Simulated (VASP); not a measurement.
# Ta4O: single point with PBEsol

The system is Ta4O.

```
Ta O
1.0
     3.15914    0.00000    0.00000
     0.00000    3.15914    0.00000
     0.00000    0.00000    7.58472
Ta O
4 1
Direct
  0.00000 0.00000 0.50000
  0.50000 0.50000 0.78278
  0.50000 0.50000 0.21722
  0.00000 0.00000 0.00000
  0.50000 0.50000 0.50000
```

This cell differs from its parent crystal: ratio of the length along z to the lengths across it x 1.05, volume and fractional coordinates fixed.

```json
{
 "Program": "VASP 6.6.1",
 "Task": "single point",
 "Functional": "PBEsol",
 "Potentials or basis": "VASP PAW PBE potentials, release 64 (Ta_pv, O)",
 "Cutoff": "520 eV",
 "k mesh": "16 × 16 × 8",
 "Occupations": "gaussian, width 0.15 eV",
 "Spin": "no spin polarisation"
}
```

| Quantity | Value |
| --- | --- |
| Pressure | -0.3 GPa |
| Largest force | 0.372 eV/Å |
| Band gap on the k mesh | zero (bands 25 and 26 overlap by 1.11 eV) |

Forces in eV/Å, atoms in the order of the input:
```
Ta   0.000  0.000  0.000
Ta   0.000  0.000 -0.372
Ta   0.000  0.000  0.372
Ta   0.000  0.000  0.000
O    0.000  0.000  0.000
```

Stress tensor (GPa, compression positive):
```
 2.77  0.00  0.00
 0.00  2.77  0.00
 0.00  0.00 -6.48
```

Levels at points of the mesh, in eV from the Fermi level:
| k point | band 23 | band 24 | band 25 | band 26 | band 27 | band 28 |
| --- | --- | --- | --- | --- | --- | --- |
| (0.00, 0.00, 0.00) | -0.50 | -0.50 | -0.13 | 0.83 | 1.02 | 1.16 |
| (0.50, 0.00, 0.00) | -0.84 | -0.73 | 0.11 | 1.01 | 1.04 | 1.24 |
| (0.50, 0.50, 0.00) | -1.65 | -0.70 | -0.70 | 2.15 | 2.22 | 3.03 |
| (0.00, 0.00, 0.50) | -0.43 | -0.43 | 0.50 | 0.55 | 0.55 | 1.01 |
| (0.50, 0.00, 0.50) | -0.93 | -0.66 | -0.24 | 1.02 | 1.21 | 1.29 |
| (0.50, 0.50, 0.50) | -2.12 | 0.26 | 0.26 | 1.97 | 1.97 | 2.20 |

Run time: 10 min on 1 thread of Oxide Virtual Turin-like Processor (shared host), peak memory 0.48 GiB.

Caveat: the stress differs along the axes, from -6 to 3 GPa; the PAW data sets were made with another functional, which shifts forces and pressure a little; spin-orbit coupling is left out, which moves the levels of the heavy elements.
